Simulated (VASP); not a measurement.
## MgO: electric field gradients with PBE

MgO:

```
Mg O
1.0
     0.00000    4.21700    4.21700
     4.21700    0.00000    4.21700
     4.21700    4.21700    0.00000
Mg O
8 8
Cartesian
  0.0000 0.0000 0.0000
  2.1085 2.1085 0.0000
  2.1085 0.0000 2.1085
  4.2170 2.1085 2.1085
  0.0000 2.1085 2.1085
  2.1085 4.2170 2.1085
  2.1085 2.1085 4.2170
  4.2170 4.2170 4.2170
  2.1085 2.1085 2.1085
  4.2170 4.2170 2.1085
  4.2170 2.1085 4.2170
  6.3255 4.2170 4.2170
  2.1085 4.2170 4.2170
  4.2170 6.3255 4.2170
  4.2170 4.2170 6.3255
  6.3255 6.3255 6.3255
```

```yaml
Program: VASP 6.6.1
Task: electric field gradients
Functional: PBE
Potentials_or_basis: VASP PAW PBE potentials, release 64 (Mg, O)
Cutoff: 520 eV
k_mesh: 4 × 4 × 4
Occupations: gaussian, width 0.01 eV
Spin: no spin polarisation
Dipole_correction: no
Further_INCAR_settings: LREAL = Auto; ALGO = Normal; EDIFF = 1e-08; NBANDS = 46
```

```
Pressure                                : 3.4 GPa
Band gap on the k mesh                  : 4.69 eV
Largest electric field gradient by atom : zero within the noise of the run
```

Levels at points of the mesh, in eV from the valence-band top:
| k point | band 30 | band 31 | band 32 | band 33 | band 34 | band 35 |
| --- | --- | --- | --- | --- | --- | --- |
| (0.00, 0.00, 0.00) | 0.00 | 0.00 | 0.00 | 4.69 | 7.87 | 7.87 |
| (0.50, 0.00, 0.00) | -0.34 | -0.34 | -0.34 | 7.06 | 7.06 | 9.67 |
| (0.50, 0.50, 0.00) | -0.65 | -0.65 | -0.65 | 8.03 | 8.03 | 9.45 |

Wall time 3.7 min on 1 thread of AMD EPYC 7571, on a shared host, peak memory 0.29 GiB.

Caveat: the cell stands under pressure.
